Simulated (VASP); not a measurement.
# Bi (Im-3m) in VASP: a series of runs, part 2 of 2

VASP 6.6.1. The steps go on from the part before.

### 4 Single point, RPBE+D4

This run uses another cell than the first one, of 29.94 Å³/atom, 0.925 times its volume.

The input, INCAR:

```
SYSTEM = Bi
PREC = Accurate ; ENCUT = 520
EDIFF = 1E-6 ; ISMEAR = -1
SIGMA = 0.05 ; LREAL = .FALSE.
LASPH = .TRUE. ; NELM = 80
ALGO = Normal ; ISIF = 2
LWAVE = .FALSE. ; LCHARG = .FALSE.
GGA = RP ; IVDW = 13
NBANDS = 14
```

The input, KPOINTS:

```
Automatic mesh
0
G
  9 9 9
  0 0 0
```

The input, POSCAR:

```
Bi
1.0
   -1.9560767776      1.9560767776      1.9560767776
    1.9560767776     -1.9560767776      1.9560767776
    1.9560767776      1.9560767776     -1.9560767776
Bi
1
Direct
    0.0000000000      0.0000000000      0.0000000000
```

Potentials or basis: VASP PAW PBE potentials, release 64 (Bi_d).

Run with:

```bash
> cat potpaw_PBE.64/Bi_d/POTCAR > POTCAR
> mpirun -np 1 vasp_std > vasp.out
```

OUTCAR:

```text
SYSTEM = Bi
   PREC = Accurate
   ENCUT = 520
   EDIFF = 1E-6
   ISMEAR = -1
   LREAL = .FALSE.
   LASPH = .TRUE.
   NELM = 80
   ISIF = 2
   GGA = RP
   IVDW = 13

 ion  position               nearest neighbor table
   1  0.000  0.000  0.000-

  LATTYP: Found a body centered cubic cell.
 ALAT       =     3.9121535552

  Lattice vectors:

 A1 = (  -1.9560767776,   1.9560767776,   1.9560767776)
 A2 = (   1.9560767776,  -1.9560767776,   1.9560767776)
 A3 = (   1.9560767776,   1.9560767776,  -1.9560767776)

Analysis of symmetry for initial positions (statically):
=====================================================================
 Subroutine PRICEL returns:
 Original cell was already a primitive cell.

 Routine SETGRP: Setting up the symmetry group for a
 body centered cubic supercell.

 Subroutine GETGRP returns: Found 48 space group operations
[... 9 lines left out ...]

 Routine SETGRP: Setting up the symmetry group for a
 body centered cubic supercell.

 Subroutine GETGRP returns: Found 48 space group operations
[... 11 lines left out ...]
                                     Primitive cell

[... 146 lines left out ...]
      2     -14.6095      2.00000
      3     -14.6095      2.00000
      4     -14.4657      2.00000
      5     -14.4657      2.00000
      6      -5.2625      2.00000
      7      13.9562      0.00000
      8      13.9562      0.00000
      9      13.9562      0.00000
     10      18.1451      0.00000
     11      18.9736      0.00000
     12      18.9736      0.00000
     13      18.9736      0.00000
     14      20.4305      0.00000
[... 377 lines left out ...]
      1     -14.5986      2.00000
      2     -14.5615      2.00000
      3     -14.5120      2.00000
      4     -14.4704      2.00000
      5     -14.3861      2.00000
      6      -1.5315      2.00000
      7       3.9493      2.00000
      8       7.6340      2.00000
      9      11.3030      0.00000
     10      16.0329      0.00000
     11      17.5009      0.00000
     12      18.5307      0.00000
     13      20.0945      0.00000
     14      26.4827      0.00000

 [... further k-points ...]

------------------------ aborting loop because EDIFF is reached ----------------------------------------

  DFT-D4 for vdW energy calculation

  Edisp (eV):   -1.00685

  FORCE on cell =-STRESS in cart. coord.  units (eV):
  Direction    XX          YY          ZZ          XY          YZ          ZX
  --------------------------------------------------------------------------------------
  -------------------------------------------------------------------------------------
  Total      -0.02098    -0.02098    -0.02098     0.00000     0.00000     0.00000
  in kB      -1.12285    -1.12285    -1.12285     0.00000     0.00000     0.00000
  external pressure =       -1.12 kB  Pullay stress =        0.00 kB

 VOLUME and BASIS-vectors are now :
 -----------------------------------------------------------------------------
  energy-cutoff  :      520.00
  volume of cell :       29.94
      direct lattice vectors                 reciprocal lattice vectors
    -1.956076778  1.956076778  1.956076778     0.000000000  0.255613688  0.255613688
     1.956076778 -1.956076778  1.956076778     0.255613688  0.000000000  0.255613688
     1.956076778  1.956076778 -1.956076778     0.255613688  0.255613688  0.000000000

 POSITION                                       TOTAL-FORCE (eV/Angst)
 -----------------------------------------------------------------------------------
      0.00000      0.00000      0.00000        -0.000000      0.000000      0.000000
 -----------------------------------------------------------------------------------
    total drift:                               -0.000000     -0.000000     -0.000000

  FREE ENERGIE OF THE ION-ELECTRON SYSTEM (eV)
  ---------------------------------------------------
  free  energy   TOTEN  =        -4.3509820517 eV

  energy  without entropy=       -4.3465317925  energy(sigma->0) =       -4.34875692
```

OSZICAR:

```text
N       E                     dE             d eps       ncg     rms          rms(c)
DAV:   1     0.118747389266E+03    0.11875E+03   -0.75981E+03   998   0.126E+03
DAV:   2     0.394572592823E+01   -0.11480E+03   -0.11056E+03  1022   0.349E+02
DAV:   3    -0.317388231604E+01   -0.71196E+01   -0.70855E+01  1238   0.825E+01
DAV:   4    -0.333805132951E+01   -0.16417E+00   -0.16414E+00  1238   0.133E+01
DAV:   5    -0.334408990743E+01   -0.60386E-02   -0.60385E-02  1424   0.234E+00    0.458E-01
DAV:   6    -0.334327585656E+01    0.81405E-03   -0.57396E-03  1308   0.103E+00    0.283E-01
DAV:   7    -0.334400420940E+01   -0.72835E-03   -0.43635E-03  1274   0.898E-01    0.767E-02
DAV:   8    -0.334413349544E+01   -0.12929E-03   -0.50141E-04  1268   0.305E-01    0.899E-03
DAV:   9    -0.334413259138E+01    0.90406E-06   -0.11834E-05  1316   0.419E-02    0.456E-03
DAV:  10    -0.334413152852E+01    0.10629E-05   -0.17723E-06  1206   0.130E-02    0.933E-04
DAV:  11    -0.334413173505E+01   -0.20653E-06   -0.15334E-07   832   0.596E-03
   1 F= -.43509821E+01 E0= -.43487569E+01  d E =-.445026E-02
```

stdout:

```text
POSCAR found type information on POSCAR Bi
 POSCAR found :  1 types and       1 ions
 scaLAPACK will be used
 -----------------------------------------------------------------------------
|                                                                             |
|                                                                             |
|     You enforced a specific xc type in the INCAR file but a different       |
|     I HOPE YOU KNOW WHAT YOU ARE DOING!                                     |
|                                                                             |
 -----------------------------------------------------------------------------

 LDA part: xc-table for (Slater+PW92), standard interpolation
 POSCAR, INCAR and KPOINTS ok, starting setup
 FFT: planning ... GRIDC
 FFT: planning ... GRID_SOFT
 FFT: planning ... GRID
 WAVECAR not read
 entering main loop
```

Wall time 6.2 s (1 thread of Intel Xeon 6975P-C (Granite Rapids), shared host); peak memory 0.15 GiB.

Results:

```yaml
Free_energy: -4.3510 eV
Pressure: -0.1 GPa
Dispersion_energy_per_atom: -1.007 eV
```

Caveat: the PAW data sets were made with another functional, which shifts forces and pressure a little; spin-orbit coupling is left out, which moves the levels of the heavy elements; pairwise dispersion overbinds metals, which lowers pressure and volume.

### 5 The runs side by side

```csv
level,cell,gap on the mesh (eV),pressure (GPa)
PBEsol,"a = 3.477 Å, angles 109.5°, 1 atom",none,-3.8
RPBE+D3(BJ),"a = 3.081 Å, angles 109.5°, 1 atom",none,-0.1
RPBE+D4,"a = 3.388 Å, angles 109.5°, 1 atom",none,-0.1
```

Alike in all rows: task single point; potentials or basis VASP PAW PBE potentials, release 64 (Bi_d); no spin polarisation; k mesh 9 × 9 × 9; cutoff (eV) 520; smearing fermi-dirac 0.05 eV.

Caveats: the PAW data sets were made with another functional, which shifts forces and pressure a little; spin-orbit coupling is left out, which moves the levels of the heavy elements; pairwise dispersion overbinds metals, which lowers pressure and volume (some runs).

Absolute energies hang on the potentials; compare differences alone.
